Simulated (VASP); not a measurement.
Set up this calculation in VASP 6.6.1, as the native input.

- Task: single point
- Functional: PBEsol
- Potentials or basis: VASP PAW PBE potentials, release 64 (Ti_sv, Co)
- Cutoff: 520 eV
- k mesh: 12 × 12 × 12
- Occupations: gaussian, width 0.15 eV
- Spin: no spin polarisation
- Dipole correction: no
- Further INCAR settings: ALGO = Fast; EDIFF = 1e-06; NBANDS = 39

The structure of TiCo2 lies in POSCAR:

```
TiCo2
1.0
    0.0000000000      3.2763183082      3.2763183082
    3.2763183082      0.0000000000      3.2763183082
    3.2763183082      3.2763183082      0.0000000000
Ti Co
2 4
Direct
    0.5000000000      0.5000000000      0.5000000000
    0.7500000000      0.7500000000      0.7500000000
    0.1250000000      0.1250000000      0.1250000000
    0.6250000000      0.1250000000      0.1250000000
    0.1250000000      0.1250000000      0.6250000000
    0.1250000000      0.6250000000      0.1250000000
```

One way to write it, as run:

INCAR

```
ALGO = Fast
EDIFF = 1E-6
ENCUT = 520
GGA = PS
ISIF = 2
ISMEAR = 0
LASPH = True
LCHARG = False
LREAL = False
LWAVE = False
NBANDS = 39
NELM = 100
PREC = Accurate
SIGMA = 0.15
```

KPOINTS

```
k-points
0
Gamma
  12 12 12
```

Potentials or basis: VASP PAW PBE potentials, release 64 (Ti_sv, Co).

The run is started by

```console
$ cat potpaw_PBE.64/Ti_sv/POTCAR potpaw_PBE.64/Co/POTCAR > POTCAR
$ mpirun -np 1 vasp_std > vasp.out
```

Results of the run:

```json
{"Pressure": "-0.6 GPa", "Band gap on the k mesh": "zero (bands 30 and 31 overlap by 0.81 eV)"}
```

Caveat: the PAW data sets were made with another functional, which shifts forces and pressure a little; the run has no spin polarisation, though such a crystal can be magnetic.

It took 4.1 min on 1 thread of Intel(R) Xeon(R) 6975P-C (Granite Rapids) (shared host), peak memory 0.31 GiB.
